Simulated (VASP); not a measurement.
# Al6H in VASP: notebook

Runs on Al6H. Level: PBE. Tasks: single point.

Everything below comes from runs of VASP 6.6.1. Logs are shortened: lines on timing, memory, paths and dates and some standing lists are left out, and cuts for length are marked.

### 1 The cell of the first run

The cell holds a slab with vacuum, 14 atoms: a = 5.714 Å, b = 5.714 Å, c = 22.602 Å, α = 90.00°, β = 90.00°, γ = 120.00°.

### 2 Single point, PBE

Contents of INCAR:

```
ALGO = Normal
DIPOL = 0.5 0.5 0.306
EDIFF = 1E-7
ENCUT = 520
GGA = PE
IDIPOL = 3
ISIF = 2
ISMEAR = 0
LASPH = True
LCHARG = False
LDIPOL = True
LREAL = False
LWAVE = False
NBANDS = 32
NELM = 80
PREC = Accurate
SIGMA = 0.1
```

Contents of KPOINTS:

```
k-points
0
Gamma
  6 6 1
```

Contents of POSCAR:

```
Al6H
1.0
    5.7143028096      0.0000000000      0.0000000000
   -2.8571514048      4.9487313980      0.0000000000
    0.0000000000      0.0000000000     22.6016424636
Al H
12 2
Direct
    0.3333333333      0.1666666667      0.1769782885
    0.3333333333      0.6666666667      0.1769782885
    0.8333333333      0.1666666667      0.1769782885
    0.8333333333      0.6666666667      0.1769782885
    0.1666666667      0.3333333333      0.2787817904
    0.1666666667      0.8333333333      0.2787817904
    0.6666666667      0.3333333333      0.2787817904
    0.6666666667      0.8333333333      0.2787817904
    0.0000000000      0.0000000000      0.3805759903
    0.0000000000      0.5000000000      0.3805759903
    0.5000000000      0.0000000000      0.3805759903
    0.5000000000      0.5000000000      0.3805759903
    0.1744755939      0.3489511877      0.4712773632
    0.3255244061      0.6510488123      0.4712773632
```

Potentials or basis: VASP PAW PBE potentials, release 64 (Al, H).

Launch:

```sh
$ cat potpaw_PBE.64/Al/POTCAR potpaw_PBE.64/H/POTCAR > POTCAR
$ mpirun -np 1 vasp_std > vasp.out
```

OUTCAR:

```text
EDIFF = 1E-7
   ENCUT = 520
   GGA = PE
   ISIF = 2
   ISMEAR = 0
   LASPH = True
   LREAL = False
   NELM = 80
   PREC = Accurate

 ion  position               nearest neighbor table
   1  0.333  0.167  0.177-   5 2.83   6 2.83   7 2.83   4 2.86   2 2.86   2 2.86   4 2.86   3 2.86
                             3 2.86
   2  0.333  0.667  0.177-   6 2.83   5 2.83   8 2.83   3 2.86   1 2.86   1 2.86   3 2.86   4 2.86
                             4 2.86
   3  0.833  0.167  0.177-   7 2.83   8 2.83   5 2.83   4 2.86   2 2.86   4 2.86   2 2.86   1 2.86
                             1 2.86
   4  0.833  0.667  0.177-   8 2.83   7 2.83   6 2.83   3 2.86   1 2.86   3 2.86   1 2.86   2 2.86
                             2 2.86
   5  0.167  0.333  0.279-   9 2.83  12 2.83  10 2.83   1 2.83   2 2.83   3 2.83   8 2.86   6 2.86
                             6 2.86   8 2.86   7 2.86   7 2.86
   6  0.167  0.833  0.279-  10 2.83  11 2.83   9 2.83   2 2.83   1 2.83   4 2.83   7 2.86   5 2.86
                             5 2.86   7 2.86   8 2.86   8 2.86
   7  0.667  0.333  0.279-  11 2.83  10 2.83  12 2.83   3 2.83   4 2.83   1 2.83   8 2.86   6 2.86
                             8 2.86   6 2.86   5 2.86   5 2.86
   8  0.667  0.833  0.279-  12 2.83   9 2.83  11 2.83   4 2.83   3 2.83   2 2.83   7 2.86   5 2.86
                             7 2.86   5 2.86   6 2.86   6 2.86
   9  0.000  0.000  0.381-   5 2.83   8 2.83   6 2.83  10 2.86  12 2.86  10 2.86  12 2.86  11 2.86
                            11 2.86
  10  0.000  0.500  0.381-   6 2.83   7 2.83   5 2.83   9 2.86  11 2.86   9 2.86  11 2.86  12 2.86
                            12 2.86
  11  0.500  0.000  0.381-   7 2.83   6 2.83   8 2.83  10 2.86  12 2.86  12 2.86  10 2.86   9 2.86
                             9 2.86
  12  0.500  0.500  0.381-   8 2.83   5 2.83   7 2.83   9 2.86  11 2.86  11 2.86   9 2.86  10 2.86
                            10 2.86
  13  0.174  0.349  0.471-
  14  0.326  0.651  0.471-

  LATTYP: Found a hexagonal cell.
 ALAT       =     5.7143028096
 C/A-ratio  =     3.9552755982

  Lattice vectors:

 A1 = (   5.7143028096,   0.0000000000,   0.0000000000)
 A2 = (  -2.8571514048,   4.9487313980,   0.0000000000)
 A3 = (   0.0000000000,   0.0000000000,  22.6016424636)

Analysis of symmetry for initial positions (statically):
=====================================================================
 Subroutine PRICEL returns:
 Original cell was already a primitive cell.

 Routine SETGRP: Setting up the symmetry group for a
 hexagonal supercell.

 Subroutine GETGRP returns: Found  2 space group operations
 (whereof  2 operations were pure point group operations)
 out of a pool of 24 trial point group operations.

The static configuration has the point symmetry C_1h.

Analysis of symmetry for dynamics (positions and initial velocities):
=====================================================================
 Subroutine PRICEL returns:
 Original cell was already a primitive cell.

 Routine SETGRP: Setting up the symmetry group for a
 hexagonal supercell.

 Subroutine GETGRP returns: Found  2 space group operations
 (whereof  2 operations were pure point group operations)
 out of a pool of 24 trial point group operations.

The dynamic configuration has the point symmetry C_1h.

 Subroutine INISYM returns: Found  2 space group operations
 (whereof  2 operations are pure point group operations),
 and found     1 'primitive' translations

----------------------------------------------------------------------------------------

                                     Primitive cell

  volume of cell :     639.1417

  direct lattice vectors                    reciprocal lattice vectors
     5.714302810  0.000000000  0.000000000     0.174999476  0.101035995  0.000000000
    -2.857151405  4.948731398  0.000000000     0.000000000  0.202071990  0.000000000
     0.000000000  0.000000000 22.601642464     0.000000000  0.000000000  0.044244572

  length of vectors
     5.714302810  5.714302810 22.601642464     0.202071990  0.202071990  0.044244572

  position of ions in fractional coordinates (direct lattice)
     0.333333333  0.166666667  0.176978289
     0.333333333  0.666666667  0.176978289
     0.833333333  0.166666667  0.176978289
     0.833333333  0.666666667  0.176978289
     0.166666667  0.333333333  0.278781790
     0.166666667  0.833333333  0.278781790
     0.666666667  0.333333333  0.278781790
     0.666666667  0.833333333  0.278781790
     0.000000000  0.000000000  0.380575990
     0.000000000  0.500000000  0.380575990
     0.500000000  0.000000000  0.380575990
     0.500000000  0.500000000  0.380575990
     0.174475594  0.348951188  0.471277363
     0.325524406  0.651048812  0.471277363

  ion indices of the primitive-cell ions
   primitive index   ion index
                 1           1
                 2           2
                 3           3
                 4           4
                 5           5
                 6           6
                 7           7
                 8           8
                 9           9
                10          10
                11          11
                12          12
                13          13
                14          14

----------------------------------------------------------------------------------------

 KPOINTS: k-points

Automatic generation of k-mesh.
 Grid dimensions read from file:
 generate k-points for:    6    6    1

 Generating k-lattice:

  Cartesian coordinates                     Fractional coordinates (reciprocal lattice)
     0.029166579  0.016839332  0.000000000     0.166666667 -0.000000000  0.000000000
     0.000000000  0.033678665  0.000000000     0.000000000  0.166666667  0.000000000
     0.000000000  0.000000000  0.044244572     0.000000000  0.000000000  1.000000000

  Length of vectors
     0.033678665  0.033678665  0.044244572

  Shift w.r.t. Gamma in fractional coordinates (k-lattice)
     0.000000000  0.000000000  0.000000000

 Subroutine IBZKPT returns following result:
 ===========================================

 Found     13 irreducible k-points:

 Following reciprocal coordinates:
            Coordinates               Weight
  0.000000  0.000000  0.000000      1.000000
  0.166667  0.000000  0.000000      4.000000
  0.000000  0.166667  0.000000      2.000000
  0.333333 -0.000000  0.000000      4.000000
  0.000000  0.333333  0.000000      2.000000
  0.500000  0.000000  0.000000      2.000000
  0.000000  0.500000  0.000000      1.000000
  0.166667  0.166667  0.000000      4.000000
 -0.333333  0.166667  0.000000      2.000000
  0.333333  0.166667  0.000000      4.000000
 -0.166667  0.500000  0.000000      4.000000
  0.500000  0.333333  0.000000      4.000000
  0.333333  0.333333  0.000000      2.000000
   k-points           NKPTS =     13   k-points in BZ     NKDIM =     13   number of bands    NBANDS=     32
   number of dos      NEDOS =    301   number of ions     NIONS =     14
   total plane-waves  NPLWV = 296352
   dimension x,y,z NGX =    42 NGY =   42 NGZ =  168
   dimension x,y,z NGXF=    84 NGYF=   84 NGZF=  336
   ions per type =              12   2
   NGX,Y,Z   is equivalent  to a cutoff of  12.22, 12.22, 12.36 a.u.
   NGXF,Y,Z  is equivalent  to a cutoff of  24.44, 24.44, 24.71 a.u.
 SYSTEM =  unknown system
   PREC   = accura    normal or accurate (medium, high low for compatibility)
   ISTART =      0    job   : 0-new  1-cont  2-samecut
   ICHARG =      2    charge: 1-file 2-atom 10-const
   ISPIN  =      1    spin polarized calculation?
   LNONCOLLINEAR =      F non collinear calculations
   LSORBIT =      F    spin-orbit coupling
   LASPH  =      T    aspherical Exc in radial PAW
   ENCUT  =  520.0 eV  38.22 Ry    6.18 a.u.  10.62 10.62 42.02*2*pi/ulx,y,z
   NELM   =     80;   NELMIN=  2; NELMDL= -5     # of ELM steps
   EDIFF  = 0.1E-06   stopping-criterion for ELM
   LREAL  =      F    real-space projection
   EDIFFG = 0.1E-05   stopping-criterion for IOM
   NSW    =      0    number of steps for IOM
   IBRION =     -1    ionic relax: 0-MD 1-quasi-New 2-CG
   NFREE  =      0    steps in history (QN), initial steepest desc. (CG)
   ISIF   =      2    stress and relaxation
   ISYM   =      2    0-nonsym 1-usesym 2-fastsym
   POTIM  = 0.5000    time-step for ionic-motion
   TEBEG  =    0.0;   TEEND  =   0.0 temperature during run
   PSTRESS=    0.0 pullay stress
   NELECT =      38.0000    total number of electrons
   NUPDOWN=      -1.0000    fix difference up-down
   EMIN   =  10.00;   EMAX   =-10.00  energy-range for DOS
   EFERMI =   0.00;   METHOD = LEGACY
   ISMEAR =     0;   SIGMA  =   0.10  broadening in eV -4-tet -1-fermi 0-gaus
   EFERMI_NEDOS =   21; number of points for ismear=-14 and -15
   IALGO  =     38    algorithm
   IMIX   =      4    mixing-type and parameters
     AMIX     =   0.40;   BMIX     =  1.00
     AMIX_MAG =   1.60;   BMIX_MAG =  1.00
  volume/ion in A,a.u.               =      45.65       308.08
  Fermi-wavevector in a.u.,A,eV,Ry     =   0.638955  1.207450  5.554763  0.408264
  Thomas-Fermi vector in A             =   1.704469
   LORBIT       =      0    0 simple, 1 ext, 2 COOP (PROOUT), +10 PAW based schemes
   GGA     = PE    functional components
   LHFCALC =     F    Hartree Fock is set to
   AEXX    =    0.0000 exact exchange contribution
   IVDW    =     0    specifies the selected vdW correction
   LEPSILON=     F    determine dielectric tensor
   LRPA    =     F    only Hartree local field effects (RPA)
 non-spin polarized calculation
 Gauss-broadening in eV      SIGMA  =   0.10
  energy-cutoff  :      520.00
  volume of cell :      639.14
 maximum number of plane-waves:     17305
   NGX = 21   NGY = 21   NGZ = 85

 dipolmoment           0.000000      0.000000     -0.077470 electrons x Angstroem

 number of electron      38.0000002 magnetization

 dipolmoment           0.000000      0.000000      0.120049 electrons x Angstroem

 Free energy of the ion-electron system (eV)
  ---------------------------------------------------
  ext. energy  EPLUGINS =         0.00000000
  ---------------------------------------------------
  free energy    TOTEN  =       -46.59856638 eV

  energy without entropy =      -46.57358260  energy(sigma->0) =      -46.58607449

 E-fermi :  -0.4707     XC(G=0):  -4.1257

 val. band max:       -0.5469265822   @ k =   0.0000   0.0000   0.0000
 cond. band min:      -0.4434096046   @ k =   0.3333   0.1667   0.0000
 fundamental gap:      0.1035169776
 Fermi energy:        -0.4707182069

 k-point     1 :       0.0000    0.0000    0.0000
  band No.  band energies     occupation
      1     -11.0551      2.00000
      2      -9.3845      2.00000
      3      -6.9055      2.00000
      4      -5.2859      2.00000
      5      -5.1826      2.00000
      6      -5.1724      2.00000
[... 23 lines left out ...]
     30       2.2578      0.00000
     31       3.2334      0.00000

 k-point     2 :       0.1667    0.0000    0.0000
  band No.  band energies     occupation
      1     -10.8879      2.00000
      2      -9.2196      2.00000
      3      -6.9526      2.00000
      4      -6.7433      2.00000
      5      -5.9679      2.00000
      6      -5.9612      2.00000
[... 366 lines left out ...]
 k-point    13 :       0.3333    0.3333    0.0000
  band No.  band energies     occupation
      1      -9.0816      2.00000
      2      -9.0602      2.00000
      3      -9.0451      2.00000
      4      -7.5380      2.00000
      5      -7.3669      2.00000
      6      -7.3521      2.00000
[... 23 lines left out ...]
     30       2.8699      0.00000
     31       3.0822      0.00000
 [bands above 31 left out]

------------------------ aborting loop because EDIFF is reached ----------------------------------------

 vacuum level on the upper side and lower side of the slab       (xc-potential included)         0.355        -0.398

  FORCE on cell =-STRESS in cart. coord.  units (eV):
  Direction    XX          YY          ZZ          XY          YZ          ZX
  --------------------------------------------------------------------------------------
  -------------------------------------------------------------------------------------
  Total       -3.9507941     -7.4533606     -0.2804577      0.0000000     -0.3605439      0.0000000
  in kB       -9.9037083    -18.6838161     -0.7030412      0.0000000     -0.9037984      0.0000000
  external PRESSURE =      -9.7635219 kB  Pullay stress =       0.0000000 kB

 VOLUME and BASIS-vectors are now :
 -----------------------------------------------------------------------------
  energy-cutoff  :      520.00
  volume of cell :      639.14
      direct lattice vectors                 reciprocal lattice vectors
     5.714302810  0.000000000  0.000000000     0.174999476  0.101035995  0.000000000
    -2.857151405  4.948731398  0.000000000     0.000000000  0.202071990  0.000000000
     0.000000000  0.000000000 22.601642464     0.000000000  0.000000000  0.044244572

 POSITION                                       TOTAL-FORCE (eV/Angst)
 -----------------------------------------------------------------------------------
      1.42858      0.82479      4.00000         0.060701     -0.024619     -0.075519
     -0.00000      3.29915      4.00000         0.000000     -0.034733     -0.071368
      4.28573      0.82479      4.00000        -0.060701     -0.024619     -0.075519
      2.85715      3.29915      4.00000         0.000000      0.039246     -0.098260
      0.00000      1.64958      6.30093         0.000000      0.065754      0.012843
     -1.42858      4.12394      6.30093        -0.036104     -0.024565     -0.017546
      2.85715      1.64958      6.30093         0.000000      0.129198     -0.036026
      1.42858      4.12394      6.30093         0.036104     -0.024565     -0.017546
      0.00000      0.00000      8.60164         0.000000      0.219129      0.383148
     -1.42858      2.47437      8.60164         0.058463     -0.011480      0.283617
      2.85715      0.00000      8.60164         0.000000     -0.184644      0.338227
      1.42858      2.47437      8.60164        -0.058463     -0.011480      0.283617
      0.00000      1.72687     10.65164        -0.000000      1.777758     -0.396035
     -0.00000      3.22187     10.65164         0.000000     -1.890379     -0.513634
 -----------------------------------------------------------------------------------
    total drift:                               -0.000000     -0.000002      0.000115

  FREE ENERGIE OF THE ION-ELECTRON SYSTEM (eV)
  ---------------------------------------------------
  free  energy   TOTEN  =       -46.5985663828 eV

  energy  without entropy=      -46.5735825980  energy(sigma->0) =      -46.58607449

 vacuum level on the upper side and lower side of the slab         4.319         3.547
```

It took 7.2 min on 1 thread of Intel Xeon Platinum 8488C (Sapphire Rapids), shared host; peak memory 0.72 GiB.

What came out:

```yaml
Free_energy: -46.5986 eV
Largest_force: 1.959 eV/Å
Band_gap_on_the_k_mesh: zero (bands 19 and 20 overlap by 0.95 eV)
```

Forces on the atoms (eV/Å):
```
Al   0.061 -0.025 -0.076
Al   0.000 -0.035 -0.071
Al  -0.061 -0.025 -0.076
Al   0.000  0.039 -0.098
Al   0.000  0.066  0.013
Al  -0.036 -0.025 -0.018
Al   0.000  0.129 -0.036
Al   0.036 -0.025 -0.018
Al   0.000  0.219  0.383
Al   0.058 -0.011  0.284
Al   0.000 -0.185  0.338
Al  -0.058 -0.011  0.284
H    0.000  1.778 -0.396
H    0.000 -1.890 -0.514
```

### 3 Single point, PBE

Contents of INCAR:

```
SYSTEM = Al6H
PREC = Accurate ; ENCUT = 520
EDIFF = 1E-6 ; ISMEAR = 0
SIGMA = 0.1 ; LREAL = .FALSE.
LASPH = .TRUE. ; NELM = 80
ALGO = Normal ; ISIF = 2
LWAVE = .FALSE. ; LCHARG = .TRUE.
LDIPOL = .TRUE. ; IDIPOL = 3
DIPOL = 0.5 0.5 0.296 ; GGA = PE
LELF = .TRUE. ; LVHAR = .TRUE.
LVACPOTAV = .TRUE. ; NBANDS = 32
```

Contents of KPOINTS:

```
regular mesh
0
G
  6 6 1
  0 0 0
```

POSCAR, as its differences from that of step 2:

```diff
@@ -20,3 +20,3 @@
     0.5000000000      0.5000000000      0.3805759903
-    0.1744755939      0.3489511877      0.4712773632
-    0.3255244061      0.6510488123      0.4712773632
+    0.1565922228      0.3131844455      0.4004860478
+    0.3434077772      0.6868155545      0.4004860478
```

Potentials or basis: VASP PAW PBE potentials, release 64 (Al, H).

Launch:

```sh
$ cat potpaw_PBE.64/Al/POTCAR potpaw_PBE.64/H/POTCAR > POTCAR
$ mpirun -np 1 vasp_std > vasp.out
```

It took 6.5 min on 1 thread of Intel Xeon Platinum 8488C (Sapphire Rapids), shared host; peak memory 0.7 GiB.

Results (log left out):

- Free energy: -47.4499 eV
- Largest force: 1.697 eV/Å
- Band gap on the k mesh: zero (bands 19 and 20 overlap by 1.10 eV)

Forces on the atoms (eV/Å):
```
Al  -0.044 -0.016 -0.060
Al   0.000 -0.041 -0.013
Al   0.044 -0.016 -0.060
Al   0.000  0.047 -0.104
Al   0.000  0.006 -0.220
Al   0.022  0.055  0.107
Al   0.000  0.043  0.043
Al  -0.022  0.055  0.107
Al   0.000 -1.501 -0.480
Al  -1.529 -0.035 -0.460
Al   0.000  1.603 -0.556
Al   1.529 -0.035 -0.460
H    0.000  0.400  1.184
H    0.000 -0.566  0.972
```

Levels at points of the mesh, in eV from the Fermi level:
```
           k point  band 17  band 18  band 19  band 20  band 21  band 22
(0.00, 0.00, 0.00)    -1.64    -1.22    -0.73    -0.59    -0.38    -0.34
(0.50, 0.00, 0.00)    -0.59    -0.49     0.13     0.48     0.82     1.02
(0.00, 0.50, 0.00)    -0.65    -0.45     0.02     0.67     0.71     1.02
```

### 4 Single point, PBE

Contents of INCAR:

```
ALGO = Normal
DIPOL = 0.5 0.5 0.300
EDIFF = 1E-6
ENCUT = 520
GGA = PE
IDIPOL = 3
ISIF = 2
ISMEAR = 0
LASPH = True
LCHARG = True
LDIPOL = True
LELF = True
LREAL = False
LVACPOTAV = True
LVHAR = True
LWAVE = False
NBANDS = 32
NELM = 80
PREC = Accurate
SIGMA = 0.1
```

Contents of KPOINTS:

```
k-points
0
Gamma
  6 6 1
```

POSCAR, as its differences from that of step 3:

```diff
@@ -20,3 +20,3 @@
     0.5000000000      0.5000000000      0.3805759903
-    0.1565922228      0.3131844455      0.4004860478
-    0.3434077772      0.6868155545      0.4004860478
+    0.1565922228      0.3131844455      0.4288025739
+    0.3434077772      0.6868155545      0.4288025739
```

Launch:

```sh
$ cat potpaw_PBE.64/Al/POTCAR potpaw_PBE.64/H/POTCAR > POTCAR
$ mpirun -np 1 vasp_std > vasp.out
```

Wall time 5.9 min (1 thread of Intel Xeon Platinum 8488C (Sapphire Rapids), shared host); peak memory 0.7 GiB.

Results (log left out):

* Free energy: -47.9993 eV
* Largest force: 0.609 eV/Å
* Band gap on the k mesh: zero (bands 19 and 20 overlap by 1.10 eV)

Forces in eV/Å, atoms in the order of the input:
```
Al  -0.002 -0.078 -0.122
Al   0.000  0.046 -0.022
Al   0.002 -0.078 -0.122
Al   0.000  0.065 -0.171
Al   0.000 -0.002  0.286
Al   0.009  0.008  0.093
Al   0.000  0.096 -0.128
Al  -0.009  0.008  0.093
Al   0.000  0.117  0.189
Al  -0.248 -0.080  0.290
Al   0.000  0.034  0.095
Al   0.248 -0.080  0.290
H    0.000 -0.421 -0.282
H    0.000  0.363 -0.489
```

Levels at points of the mesh, in eV from the Fermi level:
```tsv
k point	band 17	band 18	band 19	band 20	band 21	band 22
(0.00, 0.00, 0.00)	-1.82	-1.38	-0.65	-0.53	-0.32	-0.30
(0.50, 0.00, 0.00)	-0.53	-0.34	0.04	0.42	0.82	0.94
(0.00, 0.50, 0.00)	-0.56	-0.38	0.04	0.36	0.74	1.07
```

[end of part 1 of 2]
